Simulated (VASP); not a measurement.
A run of VASP 6.6.1 is set up as follows.

File INCAR:

```
ALGO = Normal
EDIFF = 1E-6
ENCUT = 500
GGA = PS
GGA_COMPAT = F
ISIF = 2
ISMEAR = 0
LASPH = T
LCHARG = F
LREAL = F
LWAVE = F
NBANDS = 17
NELM = 120
PREC = Accurate
SIGMA = 0.05
```

File KPOINTS:

```
k-points
0
Gamma
  6 6 6
```

POSCAR

```
TePb
1.0
    0.0000000000      3.1791376800      3.1791376800
    3.1791376800      0.0000000000      3.1791376800
    3.1791376800      3.1791376800      0.0000000000
Pb Te
1 1
Direct
    0.5000000000      0.5000000000      0.5000000000
    0.0000000000      0.0000000000      0.0000000000
```

Potentials or basis: VASP PAW PBE potentials, release 64 (Pb_d, Te).

Command:

```console
$ cat potpaw_PBE.64/Pb_d/POTCAR potpaw_PBE.64/Te/POTCAR > POTCAR
$ mpirun -np 1 vasp_std > vasp.out
```

Question: Estimate the pressure.

Answer: 1.9 GPa.

Question: Predict the band gap on the k mesh.

Answer: 0.56 eV, direct.

Caveat: the PAW data sets were made with another functional, which shifts forces and pressure a little; spin-orbit coupling is left out, which moves the levels of the heavy elements. A k mesh can miss the band edges.
